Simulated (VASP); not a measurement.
A run of VASP 6.6.1:

The input INCAR:

```
SYSTEM = RbCl
  PREC = Accurate
  ENCUT = 500
  EDIFF = 1E-6
  ISMEAR = -1
  SIGMA = 0.01
  LREAL = .FALSE.
  LASPH = .TRUE.
  NELM = 120
  ALGO = Normal
  ISIF = 2
  LWAVE = .FALSE.
  LCHARG = .FALSE.
  GGA = PS
  NBANDS = 15
  GGA_COMPAT = .FALSE.
```

KPOINTS

```
regular mesh
0
G
  2 2 2
  0 0 0
```

The input POSCAR:

```
RbCl
1.0
    4.6301350000      0.0000000000      0.0000000000
    2.3150675000      4.0098145330      0.0000000000
    2.3150675000      1.3366048443      3.7804893967
Rb Cl
1 1
Direct
    0.0000000000      0.0000000000      0.0000000000
    0.5000000000      0.5000000000      0.5000000000
```

Potentials or basis: VASP PAW PBE potentials, release 64 (Rb_sv, Cl).

Command:

```bash
$ cat potpaw_PBE.64/Rb_sv/POTCAR potpaw_PBE.64/Cl/POTCAR > POTCAR
$ mpirun -np 1 vasp_std > vasp.out
```

Hardware: 1 thread of Intel(R) Xeon(R) Platinum 8559C (Emerald Rapids), with other jobs on the host.

Question: How long does it take, and how much memory?

Answer: It took 4.8 s on 1 thread of Intel(R) Xeon(R) Platinum 8559C (Emerald Rapids), with other jobs on the host, peak memory 0.19 GiB. Counts: scf iterations 13, k points 3.
